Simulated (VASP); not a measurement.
Set up this calculation in VASP 6.6.1, as the native input.

* Task: single point
* Functional: PBE
* Potentials or basis: VASP PAW PBE potentials, release 64 (Si, Te)
* Cutoff: 520 eV
* k mesh: 4 × 4 × 4
* Occupations: gaussian, width 0.1 eV
* Spin: no spin polarisation
* Dipole correction: no
* Further INCAR settings: ALGO = Normal; EDIFF = 1e-06; NBANDS = 24

The structure of Si6Te lies in POSCAR:

```
Si6Te
1.0
    4.8955054700      0.0000000000      0.0000000000
    0.0000000000      4.8955054700      0.0000000000
    0.0000000000      0.0000000000      4.8955054700
Si Te
6 1
Direct
    0.7998858100      0.5000000000      0.5000000000
    0.2001141900      0.5000000000      0.5000000000
    0.5000000000      0.5000000000      0.7998858100
    0.5000000000      0.5000000000      0.2001141900
    0.5000000000      0.2001141900      0.5000000000
    0.5000000000      0.7998858100      0.5000000000
    0.0000000000      0.0000000000      0.0000000000
```

These files were run (other wordings do the same):

INCAR

```
SYSTEM = Si6Te
  ALGO = Normal
  EDIFF = 1E-6
  ENCUT = 520
  GGA = PE
  ISIF = 2
  ISMEAR = 0
  LASPH = .True.
  LCHARG = .False.
  LREAL = .False.
  LWAVE = .False.
  NBANDS = 24
  NELM = 100
  PREC = Accurate
  SIGMA = 0.1
```

KPOINTS

```
k-points
0
Gamma
  4 4 4
  0 0 0
```

Potentials or basis: VASP PAW PBE potentials, release 64 (Si, Te).

The run is started by

```console
$ cat potpaw_PBE.64/Si/POTCAR potpaw_PBE.64/Te/POTCAR > POTCAR
$ mpirun -np 1 vasp_std > vasp.out
```

It gave:

| Item | Value |
| --- | --- |
| Pressure | 62.5 GPa |
| Largest force | 3.712 eV/Å |
| Band gap on the k mesh | zero (band 15 reaches 9.03 eV, above the bottom of band 16 at 8.05 eV) |

Caveat: spin-orbit coupling is left out, which moves the levels of the heavy elements; forces of over 1 eV/Å act on the atoms, so gaps and moduli don't describe the material at rest.

Wall time 34 s on 1 thread of Intel Xeon 8259CL (shared host), peak memory 0.21 GiB.
